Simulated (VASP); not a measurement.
# MoS2 in VASP: notebook

The runs below take MoS2 through density of states, electric field gradients, with PBEsol, PBE.

Everything below comes from runs of VASP 6.6.1. Logs are shortened: lines on timing, memory, paths and dates and some standing lists are left out, and cuts for length are marked.

## 1. The cell of the first run

The cell holds a slab with vacuum, 9 atoms: a = 3.184 Å, b = 3.184 Å, c = 28.387 Å, α = 90.00°, β = 90.00°, γ = 120.00°.

## 2. Density of states, PBEsol

Contents of POSCAR:

```
MoS2
1.0
    3.1840155185      0.0000000000      0.0000000000
   -1.5920077592      2.7574383250      0.0000000000
    0.0000000000      0.0000000000     28.3873198000
Mo S
3 6
Direct
    0.3333333333      0.6666666667      0.2281647700
    0.3333333333      0.6666666667      0.7718352300
    0.6666666667      0.3333333333      0.0000000000
    0.6666666667      0.3333333333      0.1734930900
    0.6666666667      0.3333333333      0.7171875100
    0.3333333333      0.6666666667      0.9453341200
    0.6666666667      0.3333333333      0.2828124900
    0.6666666667      0.3333333333      0.8265069100
    0.3333333333      0.6666666667      0.0546658800
```

Contents of INCAR.step1:

```
  ALGO = Normal
  EDIFF = 1E-7
  ENCUT = 520
  GGA = PS
  ISIF = 2
  ISMEAR = -1
  LASPH = True
  LCHARG = True
  LMAXMIX = 4
  LREAL = False
  LWAVE = False
  NBANDS = 49
  NELM = 100
  PREC = Accurate
  SIGMA = 0.05
```

Contents of KPOINTS.step1:

```
k-points
0
Gamma
  10 10 1
```

Contents of INCAR.step2:

```
  ALGO = Normal
  EDIFF = 1E-7
  ENCUT = 520
  GGA = PS
  ICHARG = 11
  ISIF = 2
  ISMEAR = -5
  LASPH = True
  LCHARG = False
  LMAXMIX = 4
  LORBIT = 10
  LREAL = False
  LWAVE = False
  NEDOS = 2001
  NELM = 100
  PREC = Accurate
  SIGMA = 0.05
```

Contents of KPOINTS.step2:

```
k-points
0
Gamma
  15 15 1
```

Potentials or basis: VASP PAW PBE potentials, release 64 (Mo_sv, S).

On the command line:

```
cat potpaw_PBE.64/Mo_sv/POTCAR potpaw_PBE.64/S/POTCAR > POTCAR
cp INCAR.step1 INCAR
cp KPOINTS.step1 KPOINTS
mpirun -np 1 vasp_std > vasp.out
cp INCAR.step2 INCAR
cp KPOINTS.step2 KPOINTS
mpirun -np 1 vasp_std > vasp.out
```

OUTCAR:

```text
EDIFF = 1E-7
   ENCUT = 520
   GGA = PS
   ICHARG = 11
   ISIF = 2
   ISMEAR = -5
   LASPH = True
   LORBIT = 10
   LREAL = False
   NELM = 100
   PREC = Accurate

 ion  position               nearest neighbor table
   1  0.333  0.667  0.228-   7 2.41   7 2.41   7 2.41   4 2.41   4 2.41   4 2.41
   2  0.333  0.667  0.772-   5 2.41   5 2.41   5 2.41   8 2.41   8 2.41   8 2.41
   3  0.667  0.333  0.000-   6 2.41   9 2.41   6 2.41   9 2.41   6 2.41   9 2.41
   4  0.667  0.333  0.173-   1 2.41   1 2.41   1 2.41
   5  0.667  0.333  0.717-   2 2.41   2 2.41   2 2.41
   6  0.333  0.667  0.945-   3 2.41   3 2.41   3 2.41
   7  0.667  0.333  0.283-   1 2.41   1 2.41   1 2.41
   8  0.667  0.333  0.827-   2 2.41   2 2.41   2 2.41
   9  0.333  0.667  0.055-   3 2.41   3 2.41   3 2.41

  LATTYP: Found a hexagonal cell.
 ALAT       =     3.1840155185
 C/A-ratio  =     8.9155720615

  Lattice vectors:

 A1 = (   3.1840155185,   0.0000000000,   0.0000000000)
 A2 = (  -1.5920077592,   2.7574383250,   0.0000000000)
 A3 = (   0.0000000000,   0.0000000000,  28.3873198000)

Analysis of symmetry for initial positions (statically):
=====================================================================
 Subroutine PRICEL returns:
 Original cell was already a primitive cell.

 Routine SETGRP: Setting up the symmetry group for a
 hexagonal supercell.

 Subroutine GETGRP returns: Found 12 space group operations
 (whereof 12 operations were pure point group operations)
 out of a pool of 24 trial point group operations.

The static configuration has the point symmetry D_3h.

Analysis of symmetry for dynamics (positions and initial velocities):
=====================================================================
 Subroutine PRICEL returns:
 Original cell was already a primitive cell.

 Routine SETGRP: Setting up the symmetry group for a
 hexagonal supercell.

 Subroutine GETGRP returns: Found 12 space group operations
 (whereof 12 operations were pure point group operations)
 out of a pool of 24 trial point group operations.

The dynamic configuration has the point symmetry D_3h.

 Subroutine INISYM returns: Found 12 space group operations
 (whereof 12 operations are pure point group operations),
 and found     1 'primitive' translations

[... 129 lines left out ...]
     AMIX     =   0.40;   BMIX     =  1.00
     AMIX_MAG =   1.60;   BMIX_MAG =  1.00
  volume/ion in A,a.u.               =      27.69       186.88
  Fermi-wavevector in a.u.,A,eV,Ry     =   1.111487  2.100407 16.808697  1.235404
  Thomas-Fermi vector in A             =   2.248051
   LORBIT       =     10    0 simple, 1 ext, 2 COOP (PROOUT), +10 PAW based schemes
   GGA     = PS    functional components
   LHFCALC =     F    Hartree Fock is set to
   AEXX    =    0.0000 exact exchange contribution
   IVDW    =     0    specifies the selected vdW correction
   LEPSILON=     F    determine dielectric tensor
   LRPA    =     F    only Hartree local field effects (RPA)
 non-spin polarized calculation
 Fermi weights with tetrahedron method with Bloechl corrections
  energy-cutoff  :      520.00
  volume of cell :      249.23
 maximum number of plane-waves:      6760
 NGX is ok and might be reduce to    24

 number of electron      77.9999999 magnetization

 Free energy of the ion-electron system (eV)
  ---------------------------------------------------
  ext. energy  EPLUGINS =         0.00000000
  ---------------------------------------------------
  free energy    TOTEN  =       -70.27338658 eV

  energy without entropy =      -70.27338658  energy(sigma->0) =      -70.27338658

 E-fermi :   2.7005     XC(G=0):  -7.5136

 val. band max:        2.6895436815   @ k =   0.0000   0.0000   0.0000
 cond. band min:       3.8659898108   @ k =   0.3333   0.3333   0.0000
 fundamental gap:      1.1764461293
 Fermi energy:         2.7004893178

 k-point     1 :       0.0000    0.0000    0.0000
  band No.  band energies     occupation
      1     -58.5243      2.00000
      2     -58.5243      2.00000
      3     -58.5240      2.00000
      4     -32.7036      2.00000
      5     -32.7036      2.00000
      6     -32.7033      2.00000
[... 1165 lines left out ...]
     45       5.4292      0.00000
     46       5.5664      0.00000

 [... further k-points ...]

------------------------ aborting loop because EDIFF is reached ----------------------------------------

  FORCE on cell =-STRESS in cart. coord.  units (eV):
  Direction    XX          YY          ZZ          XY          YZ          ZX
  --------------------------------------------------------------------------------------
  -------------------------------------------------------------------------------------
  Total       -4.1995124     -4.1995124     -1.5761415     -0.0000000      0.0000000      0.0000000
  in kB      -26.9962895    -26.9962895    -10.1321219     -0.0000000      0.0000000      0.0000000
  external PRESSURE =     -21.3749003 kB  Pullay stress =       0.0000000 kB

 VOLUME and BASIS-vectors are now :
 -----------------------------------------------------------------------------
  energy-cutoff  :      520.00
  volume of cell :      249.23
      direct lattice vectors                 reciprocal lattice vectors
     3.184015518  0.000000000  0.000000000     0.314068821  0.181327718  0.000000000
    -1.592007759  2.757438325  0.000000000     0.000000000  0.362655437  0.000000000
     0.000000000  0.000000000 28.387319800     0.000000000  0.000000000  0.035226996

 POSITION                                       TOTAL-FORCE (eV/Angst)
 -----------------------------------------------------------------------------------
     -0.00000      1.83829      6.47699         0.000000      0.000000      0.000565
     -0.00000      1.83829     21.91033         0.000000      0.000000     -0.000565
      1.59201      0.91915      0.00000        -0.000000     -0.000000     -0.000000
      1.59201      0.91915      4.92500        -0.000000      0.000000      0.123827
      1.59201      0.91915     20.35903        -0.000000      0.000000      0.147456
     -0.00000      1.83829     26.83550         0.000000      0.000000      0.123260
      1.59201      0.91915      8.02829        -0.000000      0.000000     -0.147456
      1.59201      0.91915     23.46232        -0.000000      0.000000     -0.123827
     -0.00000      1.83829      1.55182         0.000000      0.000000     -0.123260
 -----------------------------------------------------------------------------------
    total drift:                                0.002416     -0.001395      0.000000

  FREE ENERGIE OF THE ION-ELECTRON SYSTEM (eV)
  ---------------------------------------------------
  free  energy   TOTEN  =       -70.2733865842 eV

  energy  without entropy=      -70.2733865842  energy(sigma->0) =      -70.27338658

 total charge

# of ion       s       p       d       tot
------------------------------------------
    1        2.294   6.220   3.955  12.468
    2        2.294   6.220   3.955  12.468
    3        2.294   6.220   3.955  12.468
    4        1.357   2.318   0.000   3.675
    5        1.356   2.322   0.000   3.678
    6        1.357   2.318   0.000   3.675
    7        1.356   2.322   0.000   3.678
    8        1.357   2.318   0.000   3.675
    9        1.357   2.318   0.000   3.675
--------------------------------------------------
tot         15.021  32.576  11.864  59.460
```

OUTCAR.step1:

```text
EDIFF = 1E-7
   ENCUT = 520
   GGA = PS
   ISIF = 2
[... 965 lines left out ...]
     -0.00000      1.83829     26.83550        -0.000000      0.000000      0.123560
      1.59201      0.91915      8.02829        -0.000000      0.000000     -0.147464
      1.59201      0.91915     23.46232        -0.000000      0.000000     -0.124100
     -0.00000      1.83829      1.55182        -0.000000      0.000000     -0.123560
 -----------------------------------------------------------------------------------
    total drift:                                0.000000     -0.000000      0.000000

  FREE ENERGIE OF THE ION-ELECTRON SYSTEM (eV)
  ---------------------------------------------------
  free  energy   TOTEN  =       -70.2735150106 eV

  energy  without entropy=      -70.2735147198  energy(sigma->0) =      -70.27351487
```

OSZICAR.step1:

```text
N       E                     dE             d eps       ncg     rms          rms(c)
DAV:   1     0.688940000353E+03    0.68894E+03   -0.42520E+04  1580   0.143E+03
DAV:   2    -0.269761623226E+02   -0.71592E+03   -0.69242E+03  1646   0.360E+02
DAV:   3    -0.731760324921E+02   -0.46200E+02   -0.45208E+02  1736   0.809E+01
[... 17 lines left out ...]
DAV:  21    -0.702735091788E+02   -0.18055E-04   -0.47267E-07  1304   0.238E-03    0.120E-03
DAV:  22    -0.702735138045E+02   -0.46257E-05   -0.10192E-07  1120   0.104E-03    0.706E-04
DAV:  23    -0.702735146443E+02   -0.83984E-06   -0.21045E-08  1000   0.403E-04    0.323E-04
DAV:  24    -0.702735149527E+02   -0.30836E-06   -0.92630E-09   968   0.337E-04    0.114E-04
DAV:  25    -0.702735150106E+02   -0.57902E-07   -0.21908E-09   920   0.128E-04
   1 F= -.70273515E+02 E0= -.70273515E+02  d E =-.290811E-06
```

Run time: 4.9 min. Hardware: 1 thread of Intel Xeon Platinum 8488C (Sapphire Rapids), shared host; peak memory 0.45 GiB.

Results:

```yaml
Valence_electrons_inside_the_program's_atomic_spheres: Mo 12.47; S 3.67, 3.68
```

Caveat: the PAW data sets were made with another functional, which shifts forces and pressure a little.

## 3. Electric field gradients, PBE

Contents of INCAR:

```
SYSTEM = MoS2
PREC     = Accurate       ! precision mode
ENCUT    = 520            ! plane-wave cutoff, eV
EDIFF    = 1E-8           ! SCF threshold, eV
ISMEAR   = -1             ! smearing method
SIGMA    = 0.05           ! smearing width, eV
LREAL    = .False.        ! projectors in reciprocal space
LASPH    = .True.         ! aspherical terms in the spheres
NELM     = 80             ! most SCF steps
ALGO     = Normal         ! electronic algorithm
ISIF     = 2              ! what is computed and relaxed
LWAVE    = .False.        ! write WAVECAR
LCHARG   = .False.        ! write CHGCAR
GGA      = PE             ! functional
LEFG     = .True.       
NBANDS   = 49             ! bands
```

Contents of KPOINTS:

```
Automatic mesh
0
Gamma
  10 10 1
  0 0 0
```

POSCAR is that of step 2.

Potentials or basis: VASP PAW PBE potentials, release 64 (Mo_sv, S).

On the command line:

```
cat potpaw_PBE.64/Mo_sv/POTCAR potpaw_PBE.64/S/POTCAR > POTCAR
mpirun -np 1 vasp_std > vasp.out
```

OUTCAR:

```text
SYSTEM = MoS2
   PREC = Accurate
   ENCUT = 520
   EDIFF = 1E-8
   ISMEAR = -1
   LREAL = .False.
   LASPH = .True.
   NELM = 80
   ISIF = 2
   GGA = PE

 ion  position               nearest neighbor table
   1  0.333  0.667  0.228-   7 2.41   7 2.41   7 2.41   4 2.41   4 2.41   4 2.41
   2  0.333  0.667  0.772-   5 2.41   5 2.41   5 2.41   8 2.41   8 2.41   8 2.41
   3  0.667  0.333  0.000-   6 2.41   9 2.41   6 2.41   9 2.41   6 2.41   9 2.41
   4  0.667  0.333  0.173-   1 2.41   1 2.41   1 2.41
   5  0.667  0.333  0.717-   2 2.41   2 2.41   2 2.41
   6  0.333  0.667  0.945-   3 2.41   3 2.41   3 2.41
   7  0.667  0.333  0.283-   1 2.41   1 2.41   1 2.41
   8  0.667  0.333  0.827-   2 2.41   2 2.41   2 2.41
   9  0.333  0.667  0.055-   3 2.41   3 2.41   3 2.41

  LATTYP: Found a hexagonal cell.
 ALAT       =     3.1840155185
 C/A-ratio  =     8.9155720615

  Lattice vectors:

 A1 = (   3.1840155185,   0.0000000000,   0.0000000000)
 A2 = (  -1.5920077592,   2.7574383250,   0.0000000000)
 A3 = (   0.0000000000,   0.0000000000,  28.3873198000)

Analysis of symmetry for initial positions (statically):
=====================================================================
 Subroutine PRICEL returns:
 Original cell was already a primitive cell.
[... 949 lines left out ...]
 ion       V_xx      V_yy      V_zz      V_xy      V_xz      V_yz
---------------------------------------------------------------------
   1      40.962    40.961   -81.922    -0.001     0.000    -0.000
   2      40.962    40.961   -81.922    -0.001    -0.000     0.000
   3      40.956    40.955   -81.911    -0.001     0.000     0.000
   4      27.927    27.928   -55.855     0.001     0.000    -0.000
   5      28.814    28.815   -57.629     0.001     0.000    -0.000
   6      27.951    27.951   -55.902     0.001     0.000    -0.000
   7      28.814    28.815   -57.629     0.001    -0.000     0.000
   8      27.927    27.928   -55.855     0.001    -0.000     0.000
   9      27.951    27.951   -55.902     0.001    -0.000     0.000
---------------------------------------------------------------------

 Electric field gradients after diagonalization (V/A^2)
 (convention: |V_zz| > |V_xx| > |V_yy|)
----------------------------------------------------------------------
 ion       V_xx      V_yy      V_zz     asymmetry (V_yy - V_xx)/ V_zz
----------------------------------------------------------------------
   1      40.962    40.960   -81.922       0.000
   2      40.962    40.960   -81.922       0.000
   3      40.956    40.955   -81.911       0.000
   4      27.928    27.927   -55.855       0.000
   5      28.815    28.814   -57.629       0.000
   6      27.952    27.950   -55.902       0.000
   7      28.815    28.814   -57.629       0.000
   8      27.928    27.927   -55.855       0.000
   9      27.952    27.950   -55.902       0.000
----------------------------------------------------------------------

           NMR quadrupolar parameters

 Cq : quadrupolar parameter    Cq=e*Q*V_zz/h
 eta: asymmetry parameters     (V_yy - V_xx)/ V_zz
 Q  : nuclear electric quadrupole moment in mb (millibarn)
----------------------------------------------------------------------
 ion       Cq(MHz)       eta       Q (mb)
----------------------------------------------------------------------
   1      -0.198       0.000       1.000
   2      -0.198       0.000       1.000
   3      -0.198       0.000       1.000
   4      -0.135       0.000       1.000
   5      -0.139       0.000       1.000
   6      -0.135       0.000       1.000
   7      -0.139       0.000       1.000
   8      -0.135       0.000       1.000
   9      -0.135       0.000       1.000
----------------------------------------------------------------------
```

stdout:

```text
POSCAR found type information on POSCAR MoS
 POSCAR found :  2 types and       9 ions
 scaLAPACK will be used
 LDA part: xc-table for (Slater+PW92), standard interpolation
 POSCAR, INCAR and KPOINTS ok, starting setup
 FFT: planning ... GRIDC
 FFT: planning ... GRID_SOFT
 FFT: planning ... GRID
 WAVECAR not read
 entering main loop
ion   1

ion   2

ion   3

ion   4

ion   5

ion   6

ion   7

ion   8

ion   9
```

Run time: 6.4 min. Hardware: 1 thread of Intel Xeon Platinum 8259CL at 2.50GHz (Skylake/Cascade Lake), shared host; peak memory 0.4 GiB.

What came out:

```yaml
Free_energy: -65.5323 eV
Largest_force: 0.204 eV/Å
Band_gap_on_the_k_mesh: 1.32 eV, indirect (least direct gap 1.88 eV)
```

Forces on the atoms (eV/Å):
```
Mo   0.000  0.000  0.005
Mo   0.000  0.000 -0.005
Mo   0.000  0.000  0.000
S    0.000  0.000 -0.155
S    0.000  0.000 -0.204
S    0.000  0.000 -0.157
S    0.000  0.000  0.204
S    0.000  0.000  0.155
S    0.000  0.000  0.157
```

Levels at points of the mesh, in eV from the valence-band top:
```
           k point  band 37  band 38  band 39  band 40  band 41  band 42
(0.00, 0.00, 0.00)    -0.63    -0.27     0.00     2.31     2.31     2.31
(0.50, 0.00, 0.00)    -1.11    -1.08    -1.06     1.78     1.79     1.79
```

Electric field gradients, principal values (V/Å²):
```csv
atom,least,middle,greatest (by size)
1 Mo,40.960,40.962,-81.922
2 Mo,40.960,40.962,-81.922
3 Mo,40.955,40.956,-81.911
4 S,27.927,27.928,-55.855
5 S,28.814,28.815,-57.629
6 S,27.950,27.952,-55.902
7 S,28.814,28.815,-57.629
8 S,27.927,27.928,-55.855
9 S,27.950,27.952,-55.902
```

Caveat: without QUAD_EFG the Cq values of the log hold for a quadrupole moment of 1 mb, not for the nuclei.
